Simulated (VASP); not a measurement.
# Li2RuN2 (P1) in VASP: further runs

The runs below take Li2RuN2 through single point, with PBEsol+D4.

All numbers are computed with VASP 6.6.1; they aren't measurements. Logs are shortened: lines on timing, memory, paths and dates and some standing lists are left out, and cuts for length are marked.

## Step 1: The cell of the first run

The typed cell holds 10 atoms: a = 6.244 Å, b = 3.122 Å, c = 5.142 Å, α = 90.00°, β = 90.00°, γ = 120.00°.

## Step 2: Single point, PBEsol+D4

INCAR reads:

```
SYSTEM = Li2RuN2
PREC = Accurate
ENCUT = 650
EDIFF = 1E-6
ISMEAR = -1
SIGMA = 0.3
LREAL = .False.
LASPH = .True.
NELM = 120
ALGO = Normal
ISIF = 2
LWAVE = .False.
LCHARG = .True.
GGA = PS
IVDW = 13
LELF = .True.
LVHAR = .True.
NBANDS = 41
GGA_COMPAT = .False.
```

KPOINTS reads:

```
Automatic mesh
0
Gamma
  3 3 2
  0 0 0
```

POSCAR reads:

```
Li2RuN2
1.0
    6.2444670000      0.0000000000      0.0000000000
   -1.5611160000      2.7039330000      0.0000000000
    0.0000000000      0.0000000000      5.1422770000
Li Ru N
4 2 4
Direct
    0.3430687230      0.3432034004      0.3602886426
    0.1706857982      0.6646577411      0.6355587223
    0.8291404171      0.3213848124      0.3548299712
    0.6663122523      0.6643566982      0.6478511368
    0.0015208046      0.0046957524     -0.0013534860
    0.4985416181     -0.0014741490      0.0010382560
    0.3392280590      0.3317981622      0.7846512352
    0.1703927923      0.6667128956      0.2071107799
    0.8270148612      0.3179520351      0.7933870540
    0.6616955330      0.6622005797      0.2142655870
```

Potentials or basis: VASP PAW PBE potentials, release 64 (Li_sv, Ru_pv, N).

Run with:

```
$ cat potpaw_PBE.64/Li_sv/POTCAR potpaw_PBE.64/Ru_pv/POTCAR potpaw_PBE.64/N/POTCAR > POTCAR
$ mpirun -np 1 vasp_std > vasp.out
```

OUTCAR:

```text
SYSTEM = Li2RuN2
   PREC = Accurate
   ENCUT = 650
   EDIFF = 1E-6
   ISMEAR = -1
   LREAL = .False.
   LASPH = .True.
   NELM = 120
   ISIF = 2
   GGA = PS
   IVDW = 13

 ion  position               nearest neighbor table
   1  0.343  0.343  0.360-  10 1.88   8 1.97   8 1.99   7 2.18   4 2.29   2 2.29   2 2.32   6 2.56
                             6 2.56   5 2.62
   2  0.171  0.665  0.636-   7 1.96   7 1.97   9 2.03   1 2.29   1 2.32   3 2.34   5 2.58   6 2.58
                             5 2.62
   3  0.829  0.321  0.355-  10 1.92  10 1.96   8 2.00   4 2.33   2 2.34   4 2.35   6 2.55   5 2.56
                             5 2.60
   4  0.666  0.664  0.648-   7 1.90   9 1.92   9 1.96   1 2.29   3 2.33   3 2.35   6 2.56   5 2.56
                             6 2.56
   5  0.002  0.005  0.999-   9 2.08   8 2.09   8 2.12   7 2.13   9 2.14  10 2.15   4 2.56   3 2.56
                             2 2.58   3 2.60   2 2.62   1 2.62   6 3.10   6 3.11   6 3.13   6 3.14
   6  0.499  0.999  0.001-   8 2.07   9 2.07   7 2.08  10 2.10  10 2.10   7 2.12   3 2.55   4 2.56
                             1 2.56   1 2.56   4 2.56   2 2.58   5 3.10   5 3.11   5 3.13   5 3.14
   7  0.339  0.332  0.785-   4 1.90   2 1.96   2 1.97   6 2.08   6 2.12   5 2.13   1 2.18
   8  0.170  0.667  0.207-   1 1.97   1 1.99   3 2.00   6 2.07   5 2.09   5 2.12
   9  0.827  0.318  0.793-   4 1.92   4 1.96   2 2.03   6 2.07   5 2.08   5 2.14
  10  0.662  0.662  0.214-   1 1.88   3 1.92   3 1.96   6 2.10   6 2.10   5 2.15

  Warning from LATTYP: Monoclinic adjustment (A1->A3, A2->A1, A3->A2)!
  LATTYP: Found a simple orthorhombic cell.
 ALAT       =     3.1222326681
 B/A-ratio  =     1.6469871232
 C/A-ratio  =     1.7320513926

  Lattice vectors:

 A1 = (  -1.5611160000,   2.7039330000,   0.0000000000)
 A2 = (   0.0000000000,   0.0000000000,   5.1422770000)
 A3 = (   4.6833510000,   2.7039330000,   0.0000000000)

Analysis of symmetry for initial positions (statically):
=====================================================================
 Subroutine PRICEL returns:
 Original cell was already a primitive cell.

 Routine SETGRP: Setting up the symmetry group for a
 simple orthorhombic supercell.

 Subroutine GETGRP returns: Found  1 space group operations
 (whereof  1 operations were pure point group operations)
 out of a pool of  8 trial point group operations.

The static configuration has the point symmetry C_1 .

Analysis of symmetry for dynamics (positions and initial velocities):
=====================================================================
 Subroutine PRICEL returns:
 Original cell was already a primitive cell.

 Routine SETGRP: Setting up the symmetry group for a
 simple orthorhombic supercell.

 Subroutine GETGRP returns: Found  1 space group operations
 (whereof  1 operations were pure point group operations)
 out of a pool of  8 trial point group operations.

The dynamic configuration has the point symmetry C_1 .

 Subroutine INISYM returns: Found  1 space group operations
 (whereof  1 operations are pure point group operations),
 and found     1 'primitive' translations

----------------------------------------------------------------------------------------

                                     Primitive cell

  volume of cell :      86.8254

  direct lattice vectors                    reciprocal lattice vectors
     6.244467000  0.000000000  0.000000000     0.160141770  0.092457868  0.000000000
    -1.561116000  2.703933000  0.000000000     0.000000000  0.369831649  0.000000000
     0.000000000  0.000000000  5.142277000     0.000000000  0.000000000  0.194466381

  length of vectors
     6.244467000  3.122232668  5.142277000     0.184915775  0.369831649  0.194466381

  position of ions in fractional coordinates (direct lattice)
     0.343068723  0.343203400  0.360288643
     0.170685798  0.664657741  0.635558722
     0.829140417  0.321384812  0.354829971
     0.666312252  0.664356698  0.647851137
     0.001520805  0.004695752  0.998646514
     0.498541618  0.998525851  0.001038256
     0.339228059  0.331798162  0.784651235
     0.170392792  0.666712896  0.207110780
     0.827014861  0.317952035  0.793387054
     0.661695533  0.662200580  0.214265587

  ion indices of the primitive-cell ions
   primitive index   ion index
                 1           1
                 2           2
                 3           3
                 4           4
                 5           5
                 6           6
                 7           7
                 8           8
                 9           9
                10          10

----------------------------------------------------------------------------------------

 KPOINTS: Automatic mesh

Automatic generation of k-mesh.
 Grid dimensions read from file:
 generate k-points for:    3    3    2

 Generating k-lattice:

  Cartesian coordinates                     Fractional coordinates (reciprocal lattice)
     0.053380590  0.030819289  0.000000000     0.333333333  0.000000000  0.000000000
     0.000000000  0.123277216  0.000000000     0.000000000  0.333333333  0.000000000
     0.000000000  0.000000000  0.097233191     0.000000000  0.000000000  0.500000000

  Length of vectors
     0.061638592  0.123277216  0.097233191

  Shift w.r.t. Gamma in fractional coordinates (k-lattice)
     0.000000000  0.000000000  0.000000000

 Subroutine IBZKPT returns following result:
 ===========================================

 Found     10 irreducible k-points:

 Following reciprocal coordinates:
            Coordinates               Weight
  0.000000  0.000000  0.000000      1.000000
  0.333333 -0.000000  0.000000      2.000000
  0.000000  0.333333  0.000000      2.000000
  0.333333  0.333333  0.000000      2.000000
 -0.333333  0.333333  0.000000      2.000000
  0.000000  0.000000  0.500000      1.000000
  0.333333 -0.000000  0.500000      2.000000
  0.000000  0.333333  0.500000      2.000000
  0.333333  0.333333  0.500000      2.000000
 -0.333333  0.333333  0.500000      2.000000
   k-points           NKPTS =     10   k-points in BZ     NKDIM =     10   number of bands    NBANDS=     41
   number of dos      NEDOS =    301   number of ions     NIONS =     10
   total plane-waves  NPLWV =  72576
   dimension x,y,z NGX =    54 NGY =   28 NGZ =   48
   dimension x,y,z NGXF=   108 NGYF=   56 NGZF=   96
   ions per type =               4   2   4
   NGX,Y,Z   is equivalent  to a cutoff of  14.38, 14.91, 15.52 a.u.
   NGXF,Y,Z  is equivalent  to a cutoff of  28.75, 29.82, 31.04 a.u.
 SYSTEM =  Li2RuN2
   PREC   = accura    normal or accurate (medium, high low for compatibility)
   ISTART =      0    job   : 0-new  1-cont  2-samecut
   ICHARG =      2    charge: 1-file 2-atom 10-const
   ISPIN  =      1    spin polarized calculation?
   LNONCOLLINEAR =      F non collinear calculations
   LSORBIT =      F    spin-orbit coupling
   LASPH  =      T    aspherical Exc in radial PAW
   ENCUT  =  650.0 eV  47.77 Ry    6.91 a.u.  12.98  6.49 10.69*2*pi/ulx,y,z
   NELM   =    120;   NELMIN=  2; NELMDL= -5     # of ELM steps
   EDIFF  = 0.1E-05   stopping-criterion for ELM
   LREAL  =      F    real-space projection
   EDIFFG = 0.1E-04   stopping-criterion for IOM
   NSW    =      0    number of steps for IOM
   IBRION =     -1    ionic relax: 0-MD 1-quasi-New 2-CG
   NFREE  =      0    steps in history (QN), initial steepest desc. (CG)
   ISIF   =      2    stress and relaxation
   ISYM   =      2    0-nonsym 1-usesym 2-fastsym
   POTIM  = 0.5000    time-step for ionic-motion
   TEBEG  =    0.0;   TEEND  =   0.0 temperature during run
   PSTRESS=    0.0 pullay stress
   NELECT =      60.0000    total number of electrons
   NUPDOWN=      -1.0000    fix difference up-down
   EMIN   =  10.00;   EMAX   =-10.00  energy-range for DOS
   EFERMI =   0.00;   METHOD = LEGACY
   ISMEAR =    -1;   SIGMA  =   0.30  broadening in eV -4-tet -1-fermi 0-gaus
   EFERMI_NEDOS =   21; number of points for ismear=-14 and -15
   IALGO  =     38    algorithm
   IMIX   =      4    mixing-type and parameters
     AMIX     =   0.40;   BMIX     =  1.00
     AMIX_MAG =   1.60;   BMIX_MAG =  1.00
  volume/ion in A,a.u.               =       8.68        58.59
  Fermi-wavevector in a.u.,A,eV,Ry     =   1.447359  2.735112 28.502146  2.094849
  Thomas-Fermi vector in A             =   2.565323
   LORBIT       =      0    0 simple, 1 ext, 2 COOP (PROOUT), +10 PAW based schemes
   GGA     = PS    functional components
   LHFCALC =     F    Hartree Fock is set to
   AEXX    =    0.0000 exact exchange contribution
   IVDW    =    13    specifies the selected vdW correction
   LEPSILON=     F    determine dielectric tensor
   LRPA    =     F    only Hartree local field effects (RPA)
 non-spin polarized calculation
  energy-cutoff  :      650.00
  volume of cell :       86.83
 maximum number of plane-waves:      3288
 NGX is ok and might be reduce to    54
   NGX = 25   NGY = 13   NGZ = 21

 number of electron      60.0000000 magnetization

 Free energy of the ion-electron system (eV)
  ---------------------------------------------------
  ext. energy  EPLUGINS =         0.00000000
  ---------------------------------------------------
  free energy    TOTEN  =       -65.17402002 eV

  energy without entropy =      -63.69386679  energy(sigma->0) =      -64.43394340

 E-fermi :   7.4389     XC(G=0): -11.9232

 val. band max:        7.4051543552   @ k =   0.0000   0.0000   0.5000
 cond. band min:       7.4780581828   @ k =   0.3333   0.3333   0.5000
 fundamental gap:      0.0729038276
 Fermi energy:         7.4388842407

 k-point     1 :       0.0000    0.0000    0.0000
  band No.  band energies     occupation
      1     -37.1508      2.00000
      2     -37.0596      2.00000
      3     -36.9937      2.00000
      4     -36.9274      2.00000
      5     -36.0589      2.00000
      6     -35.9610      2.00000
[... 429 lines left out ...]
     40      15.8809      0.00000
     41      15.9179      0.00000

------------------------ aborting loop because EDIFF is reached ----------------------------------------

  DFT-D4 for vdW energy calculation

  Edisp (eV):   -1.17465

  FORCE on cell =-STRESS in cart. coord.  units (eV):
  Direction    XX          YY          ZZ          XY          YZ          ZX
  --------------------------------------------------------------------------------------
  -------------------------------------------------------------------------------------
  Total      -0.85609    -1.92908     0.73832     0.85389    -0.04198     0.23892
  in kB     -15.79724   -35.59714    13.62407    15.75663    -0.77456     4.40874
  external pressure =      -12.59 kB  Pullay stress =        0.00 kB

 VOLUME and BASIS-vectors are now :
 -----------------------------------------------------------------------------
  energy-cutoff  :      650.00
  volume of cell :       86.83
      direct lattice vectors                 reciprocal lattice vectors
     6.244467000  0.000000000  0.000000000     0.160141770  0.092457868  0.000000000
    -1.561116000  2.703933000  0.000000000     0.000000000  0.369831649  0.000000000
     0.000000000  0.000000000  5.142277000     0.000000000  0.000000000  0.194466381

 POSITION                                       TOTAL-FORCE (eV/Angst)
 -----------------------------------------------------------------------------------
      1.60650      0.92800      1.85270        -0.298585     -0.255252      0.123201
      0.02823      1.79719      3.26822        -0.178754     -0.066363      0.034654
      4.67582      0.86900      1.82463         0.030954      0.200234      0.180302
      3.12363      1.79638      3.33143         0.203759     -0.014038     -0.304825
      0.00217      0.01270      5.13532         0.276873     -0.240576      0.021473
      1.55431      2.69995      0.00534        -0.063341     -0.133996     -0.055047
      1.60032      0.89716      4.03489        -0.577904     -0.130971     -0.146495
      0.02320      1.80275      1.06502        -0.246683     -0.015606      0.504528
      4.66791      0.85972      4.07982         0.260089      0.486488     -0.305074
      3.09816      1.79055      1.10181         0.593591      0.170080     -0.052718
 -----------------------------------------------------------------------------------
    total drift:                                0.000232      0.000019     -0.000763

  FREE ENERGIE OF THE ION-ELECTRON SYSTEM (eV)
  ---------------------------------------------------
  free  energy   TOTEN  =       -66.3486672663 eV

  energy  without entropy=      -64.8685140343  energy(sigma->0) =      -65.60859065
```

Run time: 70 s. Hardware: 1 thread of AMD EPYC 7R43 (Zen 3), shared host; peak memory 0.23 GiB.

Results:

```yaml
Free_energy: -66.3487 eV
Pressure: -1.3 GPa
Largest_force: 0.630 eV/Å
Band_gap_on_the_k_mesh: zero (bands 30 and 31 overlap by 0.53 eV)
Dispersion_energy_per_atom: -0.117 eV
```

Forces on the atoms (eV/Å):
```
Li  -0.299 -0.255  0.123
Li  -0.179 -0.066  0.035
Li   0.031  0.200  0.180
Li   0.204 -0.014 -0.305
Ru   0.277 -0.241  0.021
Ru  -0.063 -0.134 -0.055
N   -0.578 -0.131 -0.146
N   -0.247 -0.016  0.505
N    0.260  0.486 -0.305
N    0.594  0.170 -0.053
```

Caveat: the k points lie up to 0.67 Å⁻¹ apart, too coarse for converged energies and pressures of a metal; so wide a smearing shifts energies and pressures; the PAW data sets were made with another functional, which shifts forces and pressure a little.

## Step 3: Single point, PBEsol+D4

This run uses another cell than the first one, of 8.84 Å³/atom.

INCAR reads:

```
PREC     = Accurate       # precision mode
ENCUT    = 650            # plane-wave cutoff, eV
EDIFF    = 1E-6           # SCF threshold, eV
ISMEAR   = -1             # smearing method
SIGMA    = 0.3            # smearing width, eV
LREAL    = F              # projectors in reciprocal space
LASPH    = T              # aspherical terms in the spheres
NELM     = 120            # most SCF steps
ALGO     = Normal         # electronic algorithm
ISIF     = 2              # what is computed and relaxed
LWAVE    = F              # write WAVECAR
LCHARG   = T              # write CHGCAR
GGA      = PS             # functional
IVDW     = 13             # dispersion correction
LELF     = T              # ELF
LVHAR    = T            
NBANDS   = 41             # bands
GGA_COMPAT= F
```

KPOINTS reads:

```
Automatic mesh
0
Gamma
  3 3 2
```

POSCAR reads:

```
Li2RuN2
1.0
    6.2830750000      0.0000000000      0.0000000000
   -1.5707680000      2.7206510000      0.0000000000
    0.0000000000      0.0000000000      5.1740710000
Li Ru N
4 2 4
Direct
    0.3406298106      0.3425099360      0.3606765350
    0.1692591583      0.6647563396      0.6366561263
    0.8306783008      0.3241624891      0.3566176421
    0.6664263637      0.6656774426      0.6457476134
    0.0009950494      0.0031194740     -0.0009698359
    0.4989748417     -0.0010865047      0.0008494278
    0.3377263387      0.3323112740      0.7852895718
    0.1694331290      0.6661085895      0.2088635815
    0.8287424141      0.3225286889      0.7919164619
    0.6628326319      0.6633647609      0.2144759900
```

Potentials or basis: VASP PAW PBE potentials, release 64 (Li_sv, Ru_pv, N).

Run with:

```
$ cat potpaw_PBE.64/Li_sv/POTCAR potpaw_PBE.64/Ru_pv/POTCAR potpaw_PBE.64/N/POTCAR > POTCAR
$ mpirun -np 1 vasp_std > vasp.out
```

Run time: 71 s. Hardware: 1 thread of AMD EPYC 7R43 (Zen 3), shared host; peak memory 0.23 GiB.

It converged, with:

```yaml
Free_energy: -66.3516 eV
Pressure: -5.2 GPa
Largest_force: 0.488 eV/Å
Band_gap_on_the_k_mesh: zero (bands 30 and 31 overlap by 0.54 eV)
Dispersion_energy_per_atom: -0.115 eV
```

Forces on the atoms (eV/Å):
```
Li  -0.191 -0.213  0.034
Li  -0.119 -0.032  0.074
Li  -0.005  0.145  0.076
Li   0.148 -0.019 -0.170
Ru   0.194 -0.152  0.033
Ru  -0.056 -0.080 -0.025
N   -0.424 -0.110  0.033
N   -0.160  0.030  0.214
N    0.172  0.312 -0.096
N    0.441  0.119 -0.172
```

Stress tensor (GPa, compression positive):
```
-5.96  1.40  0.43
 1.40 -7.63  0.05
 0.43  0.05 -2.12
```

Levels at points of the mesh, in eV from the Fermi level:
```csv
k point,band 28,band 29,band 30,band 31,band 32,band 33
"(0.00, 0.00, 0.00)",-1.26,-1.25,-0.70,-0.30,0.06,3.13
"(0.00, 0.00, 0.50)",-1.43,-1.41,-0.71,-0.03,0.49,3.11
```

Caveat: the k points lie up to 0.67 Å⁻¹ apart, too coarse for converged energies and pressures of a metal; so wide a smearing shifts energies and pressures; the PAW data sets were made with another functional, which shifts forces and pressure a little.

## Step 4: Single point, PBEsol+D4

This run uses another cell than the first one, of 8.98 Å³/atom.

INCAR reads:

```
SYSTEM = Li2RuN2
ALGO = Normal ; EDIFF = 1E-6
ENCUT = 650 ; GGA = PS
GGA_COMPAT = .FALSE. ; ISIF = 2
ISMEAR = -1 ; IVDW = 13
LASPH = .TRUE. ; LCHARG = .FALSE.
LREAL = .FALSE. ; LWAVE = .FALSE.
NBANDS = 41 ; NELM = 120
PREC = Accurate ; SIGMA = 0.3
```

KPOINTS reads:

```
k-points
0
G
  3 3 2
  0 0 0
```

POSCAR reads:

```
Li2RuN2
1.0
    6.3160660000      0.0000000000      0.0000000000
   -1.5790160000      2.7349370000      0.0000000000
    0.0000000000      0.0000000000      5.2012390000
Li Ru N
4 2 4
Direct
    0.3368605342      0.3388074387      0.3604989119
    0.1677878160      0.6656208169      0.6381864014
    0.8318147286      0.3280148683      0.3587564425
    0.6667779542      0.6665692848      0.6431375293
    0.0004735862      0.0015561602     -0.0005442934
    0.4994887413     -0.0004852031      0.0004318202
    0.3357355712      0.3326204589      0.7859750340
    0.1683779387      0.6665627033      0.2108611044
    0.8310564635      0.3278316831      0.7894724699
    0.6649206247      0.6652716315      0.2141020630
```

Run with:

```
$ cat potpaw_PBE.64/Li_sv/POTCAR potpaw_PBE.64/Ru_pv/POTCAR potpaw_PBE.64/N/POTCAR > POTCAR
$ mpirun -np 1 vasp_std > vasp.out
```

Run time: 70 s. Hardware: 1 thread of AMD EPYC 7R43 (Zen 3), shared host; peak memory 0.23 GiB.

The run converged. Its results:

```yaml
Free_energy: -66.3187 eV
Pressure: -8.4 GPa
Largest_force: 0.349 eV/Å
Band_gap_on_the_k_mesh: zero (bands 30 and 31 overlap by 0.55 eV)
Dispersion_energy_per_atom: -0.113 eV
```

Forces on the atoms (eV/Å):
```
Li  -0.072 -0.116 -0.033
Li  -0.047 -0.011  0.086
Li  -0.007  0.079 -0.019
Li   0.073 -0.016 -0.045
Ru   0.099 -0.068  0.031
Ru  -0.018 -0.034 -0.004
N   -0.249 -0.065  0.183
N   -0.068  0.035 -0.057
N    0.056  0.135  0.111
N    0.233  0.060 -0.253
```

Stress tensor (GPa, compression positive):
```
 -9.46   1.20   0.42
  1.20 -10.86   0.14
  0.42   0.14  -4.97
```

Levels at points of the mesh, in eV from the Fermi level:
```
           k point  band 28  band 29  band 30  band 31  band 32  band 33
(0.00, 0.00, 0.00)    -1.22    -1.21    -0.68    -0.31     0.05     3.10
(0.00, 0.00, 0.50)    -1.40    -1.38    -0.69    -0.02     0.45     3.04
```

Caveat: the k points lie up to 0.66 Å⁻¹ apart, too coarse for converged energies and pressures of a metal; so wide a smearing shifts energies and pressures; the PAW data sets were made with another functional, which shifts forces and pressure a little.

## Step 5: Overview

```tsv
cell	gap on the mesh (eV)	pressure (GPa)	largest force (eV/Å)
a = 6.244, b = 3.122, c = 5.142 Å, angles 90.0, 90.0, 120.0°, 10 atoms, atomic positions A	none	-1.3	0.63
a = 6.283, b = 3.142, c = 5.174 Å, angles 90.0, 90.0, 120.0°, 10 atoms, atomic positions B	none	-5.2	0.49
a = 6.316, b = 3.158, c = 5.201 Å, angles 90.0, 90.0, 120.0°, 10 atoms, atomic positions C	none	-8.4	0.35
```

Alike in all rows: task single point; level PBEsol+D4; potentials or basis VASP PAW PBE potentials, release 64 (Li_sv, Ru_pv, N); no spin polarisation; k mesh 3 × 3 × 2; cutoff (eV) 650; smearing fermi-dirac 0.3 eV.

Caveats: all runs use coarse meshes; so wide a smearing shifts energies and pressures; the PAW data sets were made with another functional, which shifts forces and pressure a little.

Absolute energies hang on the potentials; compare differences alone.
